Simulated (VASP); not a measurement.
# Mo (Fm-3m) in VASP: further runs, part 2 of 2

VASP 6.6.1. The steps go on from the part before.

## 3. Relaxation of cell and atoms, LDA, target pressure 30 GPa, at which the enthalpy is minimised

INCAR

```
  PREC = Accurate
  ENCUT = 500
  EDIFF = 1E-7
  ISMEAR = 1
  SIGMA = 0.1
  LREAL = F
  LASPH = T
  NELM = 120
  ALGO = Normal
  ISIF = 3
  LWAVE = F
  LCHARG = F
  IBRION = 2
  NSW = 80
  EDIFFG = -0.03
  PSTRESS = 300.0
  GGA_COMPAT = F
  NELMIN = 4
```

KPOINTS

```
Automatic mesh
0
Gamma
  10 10 10
```

POSCAR

```
Mo
1.0
    0.0000000000      1.9800000000      1.9800000000
    1.9800000000      0.0000000000      1.9800000000
    1.9800000000      1.9800000000      0.0000000000
Mo
1
Direct
    0.0000000000      0.0000000000      0.0000000000
```

Potentials or basis: VASP PAW LDA potentials, release 64 (Mo_sv).

Started as:

```sh
$ cat potpaw_LDA.64/Mo_sv/POTCAR > POTCAR
$ mpirun -np 1 vasp_std > vasp.out
```

OUTCAR:

```text
PREC = Accurate
   ENCUT = 500
   EDIFF = 1E-7
   ISMEAR = 1
   LREAL = F
   LASPH = T
   NELM = 120
   ISIF = 3
   IBRION = 2
   NSW = 80
   EDIFFG = -0.03
   PSTRESS = 300.0
   NELMIN = 4

 ion  position               nearest neighbor table
   1  0.000  0.000  0.000-

  LATTYP: Found a face centered cubic cell.
 ALAT       =     3.9600000000

  Lattice vectors:

 A1 = (   0.0000000000,   1.9800000000,   1.9800000000)
 A2 = (   1.9800000000,   0.0000000000,   1.9800000000)
 A3 = (   1.9800000000,   1.9800000000,   0.0000000000)

Analysis of symmetry for initial positions (statically):
=====================================================================
 Subroutine PRICEL returns:
 Original cell was already a primitive cell.

 Routine SETGRP: Setting up the symmetry group for a
 face centered cubic supercell.

 Subroutine GETGRP returns: Found 48 space group operations
 (whereof 48 operations were pure point group operations)
 out of a pool of 48 trial point group operations.

The static configuration has the point symmetry O_h .

Analysis of symmetry for dynamics (positions and initial velocities):
=====================================================================
 Subroutine PRICEL returns:
 Original cell was already a primitive cell.

 Routine SETGRP: Setting up the symmetry group for a
[... 299 lines left out ...]
--------------------------------------- Ionic step        5  -------------------------------------------

 number of electron      13.9999997 magnetization

 Free energy of the ion-electron system (eV)
  ---------------------------------------------------
  ext. energy  EPLUGINS =         0.00000000
  ---------------------------------------------------
  free energy    TOTEN  =       -11.59170572 eV

  energy without entropy =      -11.59174732  energy(sigma->0) =      -11.59171958

 E-fermi :  14.0247     XC(G=0): -14.2351

 val. band max:       13.9861379379   @ k =  -0.4000   0.2000   0.1000
 cond. band min:      14.0635708726   @ k =  -0.4000   0.2000   0.0000
 fundamental gap:      0.0774329348
 Fermi energy:        14.0246596407

 k-point     1 :       0.0000    0.0000    0.0000
  band No.  band energies     occupation
      1     -46.4246      2.00000
      2     -19.5610      2.00000
      3     -19.5610      2.00000
      4     -19.5610      2.00000
      5       6.8623      2.00000
      6      12.9778      2.00000
      7      12.9778      2.00000
      8      12.9778      2.00000
      9      16.2328      0.00000
     10      16.2328      0.00000
     11      27.0620      0.00000
[... 309 lines left out ...]
 k-point    24 :       0.4000    0.3000    0.0000
  band No.  band energies     occupation
      1     -45.9973      2.00000
      2     -21.1165      2.00000
      3     -20.1890      2.00000
      4     -20.1191      2.00000
      5       9.0481      2.00000
      6       9.6357      2.00000
      7      14.8441     -0.00000
      8      16.5328      0.00000
      9      18.6421      0.00000
     10      18.6432      0.00000
     11      29.8499      0.00000

 [... further k-points ...]

------------------------ aborting loop because EDIFF is reached ----------------------------------------

  FORCE on cell =-STRESS in cart. coord.  units (eV):
  Direction    XX          YY          ZZ          XY          YZ          ZX
  --------------------------------------------------------------------------------------
  -------------------------------------------------------------------------------------
  Total        2.6099066      2.6099066      2.6099066      0.0000000      0.0000000      0.0000000
  in kB      299.9814701    299.9814701    299.9814701      0.0000000      0.0000000      0.0000000
  external PRESSURE =      -0.0185299 kB  Pullay stress =     300.0000000 kB
[... 20 lines left out ...]
  energy  without entropy=      -11.5917473172  energy(sigma->0) =      -11.59171958

  enthalpy is  TOTEN    =        -8.9816379228 eV   P V=        2.6100677950

 reached required accuracy - stopping structural energy minimisation
```

Run time: 14 s. Hardware: 1 thread of Intel Xeon Platinum 8559C (Emerald Rapids), shared host; peak memory 0.13 GiB.

Results:

```
Free energy                                                : -11.5917 eV
Relaxed volume                                             : 13.94 Å³/atom
Relaxed cell                                               : a = 2.701 Å, b = 2.701 Å, c = 2.701 Å, α = 60.00°, β = 60.00°, γ = 60.00°
Space group after relaxing (to 0.1 Å)                      : Fm-3m (No. 225)
Energy change on relaxing (the run minimises the enthalpy) : +111.5 meV/atom
Ionic steps                                                : 5
Pressure after relaxing                                    : 30.0 GPa
Band gap on the k mesh                                     : zero (bands 7 and 8 overlap by 5.77 eV)
```

Step by step:
```
step  energy change (eV)  largest force (eV/Å)  pressure (GPa)  volume (Å³)
   1              0.0000                0.0000           -4.43        15.52
   2              4.6363                0.0000          364.86         9.17
   3              0.0650                0.0000           22.48        14.22
   4              0.0954                0.0000           27.57        14.03
   5              0.1115                0.0000           30.00        13.94
```

Final structure:
```
CELL_PARAMETERS angstrom
0.00000 1.91016 1.91016
1.91016 0.00000 1.91016
1.91016 1.91016 0.00000
ATOMIC_POSITIONS crystal
Mo 0.00000 0.00000 0.00000
```

Caveat: the cell is relaxed towards a set pressure, so the run minimises the enthalpy, not the energy.

## 4. Relaxation of cell and atoms, LDA, target pressure 45 GPa, at which the enthalpy is minimised

INCAR

```
SYSTEM = Mo
PREC = Accurate
ENCUT = 500
EDIFF = 1E-7
ISMEAR = 1
SIGMA = 0.1
LREAL = .FALSE.
LASPH = .TRUE.
NELM = 120
ALGO = Normal
ISIF = 3
LWAVE = .FALSE.
LCHARG = .FALSE.
GGA = CA
IBRION = 2
NSW = 80
EDIFFG = -0.03
PSTRESS = 450.0
GGA_COMPAT = .FALSE.
NELMIN = 4
```

KPOINTS

```
Automatic mesh
0
G
  10 10 10
  0 0 0
```

POSCAR is that of step 3.

Started as:

```sh
$ cat potpaw_LDA.64/Mo_sv/POTCAR > POTCAR
$ mpirun -np 1 vasp_std > vasp.out
```

Wall time 14 s (1 thread of Intel Xeon Platinum 8559C (Emerald Rapids), shared host); peak memory 0.13 GiB.

It converged, with:

```yaml
Free_energy: -11.4738 eV
Relaxed_volume: 13.43 Å³/atom
Relaxed_cell: a = 2.668 Å, b = 2.668 Å, c = 2.668 Å, α = 60.00°, β = 60.00°, γ = 60.00°
Space_group_after_relaxing_to_0.1_Å: Fm-3m (No. 225)
Energy_change_on_relaxing_the_run_minimises_the_enthalpy: +229.3 meV/atom
Ionic_steps: 5
Pressure_after_relaxing: 45.1 GPa
Band_gap_on_the_k_mesh: zero (bands 7 and 8 overlap by 6.09 eV)
```

Step by step:
| step | energy change (eV) | largest force (eV/Å) | pressure (GPa) | volume (Å³) |
| --- | --- | --- | --- | --- |
| 1 | 0.0000 | 0.0000 | -4.43 | 15.52 |
| 2 | 12.4792 | 0.0000 | 918.44 | 7.06 |
| 3 | 0.1087 | 0.0000 | 29.57 | 13.95 |
| 4 | 0.1685 | 0.0000 | 37.76 | 13.67 |
| 5 | 0.2293 | 0.0000 | 45.05 | 13.43 |

Final structure:
```
Mo
1.0
     0.00000    1.88677    1.88677
     1.88677    0.00000    1.88677
     1.88677    1.88677    0.00000
Mo
1
Direct
  0.00000 0.00000 0.00000
```

Levels at points of the mesh, in eV from the Fermi level:
```csv
k point,band 5,band 6,band 7,band 8,band 9,band 10
"(0.00, 0.00, 0.00)",-7.23,-1.13,-1.13,-1.13,2.30,2.30
"(0.50, 0.00, 0.00)",-5.62,-1.41,-1.41,2.32,5.01,5.01
"(0.50, 0.50, 0.00)",-6.37,-5.59,4.96,5.26,5.82,5.82
```

Caveat: the cell is relaxed towards a set pressure, so the run minimises the enthalpy, not the energy.

## 5. Overview

```tsv
cell	gap on the mesh (eV)	pressure (GPa)
relaxed to 15 GPa	none	15.0
relaxed to 30 GPa	none	30.0
relaxed to 45 GPa	none	45.1
```

Alike in all rows: task relaxation of cell and atoms; level LDA; potentials or basis VASP PAW LDA potentials, release 64 (Mo_sv); no spin polarisation; k mesh 10 × 10 × 10; cutoff (eV) 500; smearing methfessel-paxton 0.1 eV.

Caveats: the cell is relaxed towards a set pressure, so the run minimises the enthalpy, not the energy.

Absolute energies hang on the potentials; compare differences alone.
